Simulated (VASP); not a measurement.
# TiO2 (C2/m) in VASP: single point with PBE

Aim: the single point of TiO2 with PBE.

Everything below comes from runs of VASP 6.6.1. Logs are shortened: lines on timing, memory, paths and dates and some standing lists are left out, and cuts for length are marked.

## Step 1: The cell of the first run

Symmetry: C2/m, No. 12, monoclinic system. Conventional cell: a = 6.563 Å, b = 6.432 Å, c = 2.959 Å, α = 90.00°, β = 91.61°, γ = 90.00°. Ti (site symmetry 2/m) has 6 O at 1.94 to 2.01 Å within 2.6 Å. Ti (site symmetry 2/m) has 6 O at 1.92 to 1.98 Å within 2.6 Å. O (site symmetry m) has 3 Ti at 1.92 to 2.01 Å and 1 O at 2.55 Å within 2.6 Å. O (site symmetry 2) has 3 Ti at 1.94 to 1.97 Å and 1 O at 2.50 Å within 2.6 Å.

## Step 2: Single point, PBE (equal xy, yz and zx shear strains of +2 %)

The input, INCAR:

```
SYSTEM = TiO2
PREC = Accurate
ENCUT = 520
EDIFF = 1E-6
ISMEAR = -1
SIGMA = 0.05
LREAL = .False.
LASPH = .True.
NELM = 80
ALGO = Normal
ISIF = 2
LWAVE = .False.
LCHARG = .False.
GGA = PE
NBANDS = 33
```

The input, KPOINTS:

```
regular mesh
0
Gamma
  7 7 10
  0 0 0
```

The input, POSCAR:

```
TiO2
1.0
    4.5940000000      0.0459400000      0.0459400000
    0.0459400000      4.5940000000      0.0459400000
    0.0295900000      0.0295900000      2.9590000000
Ti O
2 4
Direct
    0.0000000000      0.0000000000      0.0000000000
    0.5000000000      0.5000000000      0.5000000000
    0.3060000000      0.3060000000      0.0000000000
    0.1940000000      0.8060000000      0.5000000000
    0.6940000000      0.6940000000      0.0000000000
    0.8060000000      0.1940000000      0.5000000000
```

Potentials or basis: VASP PAW PBE potentials, release 64 (Ti_sv, O).

On the command line:

```console
> cat potpaw_PBE.64/Ti_sv/POTCAR potpaw_PBE.64/O/POTCAR > POTCAR
> mpirun -np 1 vasp_std > vasp.out
```

OUTCAR:

```text
SYSTEM = TiO2
   PREC = Accurate
   ENCUT = 520
   EDIFF = 1E-6
   ISMEAR = -1
   LREAL = .False.
   LASPH = .True.
   NELM = 80
   ISIF = 2
   GGA = PE

 ion  position               nearest neighbor table
   1  0.000  0.000  0.000-   4 1.94   6 1.94   4 1.94   6 1.94   5 2.01   3 2.01
   2  0.500  0.500  0.500-   3 1.92   5 1.92   6 1.97   4 1.97   3 1.98   5 1.98
   3  0.306  0.306  0.000-   2 1.92   2 1.98   1 2.01
   4  0.194  0.806  0.500-   1 1.94   1 1.94   2 1.97
   5  0.694  0.694  0.000-   2 1.92   2 1.98   1 2.01
   6  0.806  0.194  0.500-   1 1.94   1 1.94   2 1.97

  LATTYP: Found a base centered monoclinic cell.
 ALAT       =     6.5625093022
 B/A-ratio  =     0.9801019455
 C/A-ratio  =     0.4509396862
 COS(beta)  =    -0.0281386778

  Lattice vectors:

 A1 = (  -4.5940000000,  -0.0459400000,  -0.0459400000)
 A2 = (  -0.0459400000,  -4.5940000000,  -0.0459400000)
 A3 = (   0.0295900000,   0.0295900000,   2.9590000000)

Analysis of symmetry for initial positions (statically):
=====================================================================
 Subroutine PRICEL returns:
 Original cell was already a primitive cell.

 Routine SETGRP: Setting up the symmetry group for a
 base centered monoclinic supercell.

 Subroutine GETGRP returns: Found  4 space group operations
 (whereof  4 operations were pure point group operations)
 out of a pool of  4 trial point group operations.

The static configuration has the point symmetry C_2h.

Analysis of symmetry for dynamics (positions and initial velocities):
=====================================================================
 Subroutine PRICEL returns:
 Original cell was already a primitive cell.

 Routine SETGRP: Setting up the symmetry group for a
 base centered monoclinic supercell.

 Subroutine GETGRP returns: Found  4 space group operations
 (whereof  4 operations were pure point group operations)
 out of a pool of  4 trial point group operations.

The dynamic configuration has the point symmetry C_2h.

 Subroutine INISYM returns: Found  4 space group operations
 (whereof  4 operations are pure point group operations),
 and found     1 'primitive' translations

----------------------------------------------------------------------------------------

                                     Primitive cell

  volume of cell :      62.4306

  direct lattice vectors                    reciprocal lattice vectors
     4.594000000  0.045940000  0.045940000     0.217718341 -0.002155627 -0.002155627
     0.045940000  4.594000000  0.045940000    -0.002155627  0.217718341 -0.002155627
     0.029590000  0.029590000  2.959000000    -0.003346722 -0.003346722  0.338018945

  length of vectors
     4.594459377  4.594459377  2.959295885     0.217739683  0.217739683  0.338052079

  position of ions in fractional coordinates (direct lattice)
     0.000000000  0.000000000  0.000000000
     0.500000000  0.500000000  0.500000000
     0.306000000  0.306000000  1.000000000
     0.194000000  0.806000000  0.500000000
     0.694000000  0.694000000  1.000000000
     0.806000000  0.194000000  0.500000000

  ion indices of the primitive-cell ions
   primitive index   ion index
                 1           1
                 2           2
                 3           3
                 4           4
                 5           5
                 6           6

----------------------------------------------------------------------------------------

 KPOINTS: regular mesh

Automatic generation of k-mesh.
 Grid dimensions read from file:
 generate k-points for:    7    7   10

 Generating k-lattice:

  Cartesian coordinates                     Fractional coordinates (reciprocal lattice)
     0.031102620 -0.000307947 -0.000307947     0.142857143 -0.000000000  0.000000000
    -0.000307947  0.031102620 -0.000307947    -0.000000000  0.142857143  0.000000000
    -0.000334672 -0.000334672  0.033801895     0.000000000  0.000000000  0.100000000

  Length of vectors
     0.031105669  0.031105669  0.033805208

  Shift w.r.t. Gamma in fractional coordinates (k-lattice)
     0.000000000  0.000000000  0.000000000

 Subroutine IBZKPT returns following result:
 ===========================================

 Found    144 irreducible k-points:

 Following reciprocal coordinates:
            Coordinates               Weight
  0.000000  0.000000  0.000000      1.000000
  0.142857 -0.000000 -0.000000      4.000000
  0.285714 -0.000000 -0.000000      4.000000
  0.428571 -0.000000  0.000000      4.000000
  0.142857  0.142857 -0.000000      2.000000
  0.285714  0.142857 -0.000000      4.000000
[... 16 lines left out ...]
 -0.142857 -0.000000  0.100000      4.000000
  0.142857  0.142857  0.100000      2.000000
 [... further k-points ...]
   k-points           NKPTS =    144   k-points in BZ     NKDIM =    144   number of bands    NBANDS=     33
   number of dos      NEDOS =    301   number of ions     NIONS =      6
   total plane-waves  NPLWV =  31104
   dimension x,y,z NGX =    36 NGY =   36 NGZ =   24
   dimension x,y,z NGXF=    72 NGYF=   72 NGZF=   48
   ions per type =               2   4
   NGX,Y,Z   is equivalent  to a cutoff of  13.03, 13.03, 13.48 a.u.
   NGXF,Y,Z  is equivalent  to a cutoff of  26.05, 26.05, 26.97 a.u.
 SYSTEM =  TiO2
   PREC   = accura    normal or accurate (medium, high low for compatibility)
   ISTART =      0    job   : 0-new  1-cont  2-samecut
   ICHARG =      2    charge: 1-file 2-atom 10-const
   ISPIN  =      1    spin polarized calculation?
   LNONCOLLINEAR =      F non collinear calculations
   LSORBIT =      F    spin-orbit coupling
   LASPH  =      T    aspherical Exc in radial PAW
   ENCUT  =  520.0 eV  38.22 Ry    6.18 a.u.   8.54  8.54  5.50*2*pi/ulx,y,z
   NELM   =     80;   NELMIN=  2; NELMDL= -5     # of ELM steps
   EDIFF  = 0.1E-05   stopping-criterion for ELM
   LREAL  =      F    real-space projection
[... 7 lines left out ...]
   TEBEG  =    0.0;   TEEND  =   0.0 temperature during run
   PSTRESS=    0.0 pullay stress
   NELECT =      48.0000    total number of electrons
   NUPDOWN=      -1.0000    fix difference up-down
   EMIN   =  10.00;   EMAX   =-10.00  energy-range for DOS
   EFERMI =   0.00;   METHOD = LEGACY
   ISMEAR =    -1;   SIGMA  =   0.05  broadening in eV -4-tet -1-fermi 0-gaus
   EFERMI_NEDOS =   21; number of points for ismear=-14 and -15
   IALGO  =     38    algorithm
   IMIX   =      4    mixing-type and parameters
     AMIX     =   0.40;   BMIX     =  1.00
     AMIX_MAG =   1.60;   BMIX_MAG =  1.00
  volume/ion in A,a.u.               =      10.41        70.22
  Fermi-wavevector in a.u.,A,eV,Ry     =   1.499763  2.834142 30.603450  2.249290
  Thomas-Fermi vector in A             =   2.611351
   LORBIT       =      0    0 simple, 1 ext, 2 COOP (PROOUT), +10 PAW based schemes
   GGA     = PE    functional components
   LHFCALC =     F    Hartree Fock is set to
   AEXX    =    0.0000 exact exchange contribution
   IVDW    =     0    specifies the selected vdW correction
   LEPSILON=     F    determine dielectric tensor
   LRPA    =     F    only Hartree local field effects (RPA)
 non-spin polarized calculation
  energy-cutoff  :      520.00
  volume of cell :       62.43
 maximum number of plane-waves:      1698
 NGX is ok and might be reduce to    36
   NGX = 17   NGY = 17   NGZ = 11

 number of electron      48.0000019 magnetization

 Free energy of the ion-electron system (eV)
  ---------------------------------------------------
  ext. energy  EPLUGINS =         0.00000000
  ---------------------------------------------------
  free energy    TOTEN  =       -53.59945325 eV

  energy without entropy =      -53.59945325  energy(sigma->0) =      -53.59945325

 E-fermi :   5.7538     XC(G=0): -11.4093

 val. band max:        4.8287372745   @ k =   0.0000   0.0000   0.0000
 cond. band min:       6.7392214993   @ k =   0.0000   0.0000   0.0000
 fundamental gap:      1.9104842248
 Fermi energy:         5.7537823263

 k-point     1 :       0.0000    0.0000    0.0000
  band No.  band energies     occupation
      1     -52.0950      2.00000
      2     -52.0047      2.00000
      3     -28.4143      2.00000
      4     -28.3393      2.00000
      5     -28.2004      2.00000
      6     -28.1916      2.00000
[... 25 lines left out ...]
     32      11.4480      0.00000
     33      11.5931      0.00000

 k-point     2 :       0.1429   -0.0000   -0.0000
  band No.  band energies     occupation
      1     -52.0949      2.00000
      2     -52.0049      2.00000
      3     -28.4082      2.00000
      4     -28.3328      2.00000
      5     -28.2068      2.00000
      6     -28.1985      2.00000
[... 25 lines left out ...]
     32      11.3912      0.00000
     33      11.5281      0.00000

 k-point     3 :       0.2857   -0.0000   -0.0000
  band No.  band energies     occupation
      1     -52.0945      2.00000
      2     -52.0052      2.00000
      3     -28.3929      2.00000
      4     -28.3144      2.00000
      5     -28.2264      2.00000
      6     -28.2155      2.00000
[... 25 lines left out ...]
     32      11.2534      0.00000
     33      11.3754      0.00000

 k-point     4 :       0.4286   -0.0000    0.0000
  band No.  band energies     occupation
      1     -52.0942      2.00000
      2     -52.0055      2.00000
      3     -28.3782      2.00000
      4     -28.2880      2.00000
      5     -28.2540      2.00000
      6     -28.2318      2.00000
[... 673 lines left out ...]
     32      11.0487      0.00000
     33      11.2046      0.00000

 k-point    23 :      -0.1429   -0.0000    0.1000
  band No.  band energies     occupation
      1     -52.0909      2.00000
      2     -52.0012      2.00000
      3     -28.3966      2.00000
      4     -28.3223      2.00000
      5     -28.2403      2.00000
      6     -28.2033      2.00000
[... 25 lines left out ...]
     32      11.2296      0.00000
     33      11.3415      0.00000

 k-point    24 :       0.1429    0.1429    0.1000
  band No.  band energies     occupation
      1     -52.0908      2.00000
      2     -52.0012      2.00000
      3     -28.4038      2.00000
      4     -28.3087      2.00000
      5     -28.2363      2.00000
      6     -28.2210      2.00000
[... 25 lines left out ...]
     32      10.9850      0.00000
     33      11.4223      0.00000

 [... further k-points ...]

------------------------ aborting loop because EDIFF is reached ----------------------------------------

  FORCE on cell =-STRESS in cart. coord.  units (eV):
  Direction    XX          YY          ZZ          XY          YZ          ZX
  --------------------------------------------------------------------------------------
  -------------------------------------------------------------------------------------
  Total        2.5451407      2.5451407      2.3705265     -1.7374462     -1.1247794     -1.1247798
  in kB       65.3167964     65.3167964     60.8356142    -44.5886617    -28.8655884    -28.8655985
  external PRESSURE =      63.8230690 kB  Pullay stress =       0.0000000 kB

 VOLUME and BASIS-vectors are now :
 -----------------------------------------------------------------------------
  energy-cutoff  :      520.00
  volume of cell :       62.43
      direct lattice vectors                 reciprocal lattice vectors
     4.594000000  0.045940000  0.045940000     0.217718341 -0.002155627 -0.002155627
     0.045940000  4.594000000  0.045940000    -0.002155627  0.217718341 -0.002155627
     0.029590000  0.029590000  2.959000000    -0.003346722 -0.003346722  0.338018945

 POSITION                                       TOTAL-FORCE (eV/Angst)
 -----------------------------------------------------------------------------------
      0.00000      0.00000      0.00000         0.000000     -0.000000     -0.000000
      2.33476      2.33476      1.52544         0.000000     -0.000000     -0.000000
      1.41982      1.41982      0.02812        -0.218663     -0.218663      0.216484
      0.94306      3.72647      1.52544         0.162050     -0.162050      0.000000
      3.22012      3.22012      0.06376         0.218663      0.218663     -0.216484
      3.72647      0.94306      1.52544        -0.162050      0.162050      0.000000
 -----------------------------------------------------------------------------------
    total drift:                               -0.000000      0.000000      0.000000

  FREE ENERGIE OF THE ION-ELECTRON SYSTEM (eV)
  ---------------------------------------------------
  free  energy   TOTEN  =       -53.5994532547 eV

  energy  without entropy=      -53.5994532543  energy(sigma->0) =      -53.59945325
```

It took 2.5 min on 1 thread of Intel Xeon Platinum 8488C (Sapphire Rapids), shared host; peak memory 0.33 GiB.

What came out:

| Item | Value |
| --- | --- |
| Free energy | -53.5995 eV |
| Pressure | 6.4 GPa |
| Largest force | 0.377 eV/Å |
| Band gap on the k mesh | 1.91 eV |

Forces in eV/Å, atoms in the order of the input:
```
Ti   0.000  0.000  0.000
Ti   0.000  0.000  0.000
O   -0.219 -0.219  0.216
O    0.162 -0.162  0.000
O    0.219  0.219 -0.216
O   -0.162  0.162  0.000
```

Levels at points of the mesh, in eV from the valence-band top:
| k point | band 20 | band 21 | band 22 | band 23 | band 24 | band 25 | band 26 | band 27 | band 28 | band 29 |
| --- | --- | --- | --- | --- | --- | --- | --- | --- | --- | --- |
| (0.00, 0.00, 0.00) | -1.96 | -0.70 | -0.43 | -0.38 | 0.00 | 1.91 | 2.24 | 2.44 | 2.49 | 2.56 |
| (0.00, 0.00, 0.50) | -2.69 | -2.39 | -2.27 | -1.49 | -1.32 | 2.90 | 3.02 | 3.09 | 3.25 | 3.69 |

Caveat: the cell differs from its parent crystal (equal xy, yz and zx shear strains of +2 %); the cell stands under pressure. A k mesh can miss the band edges.
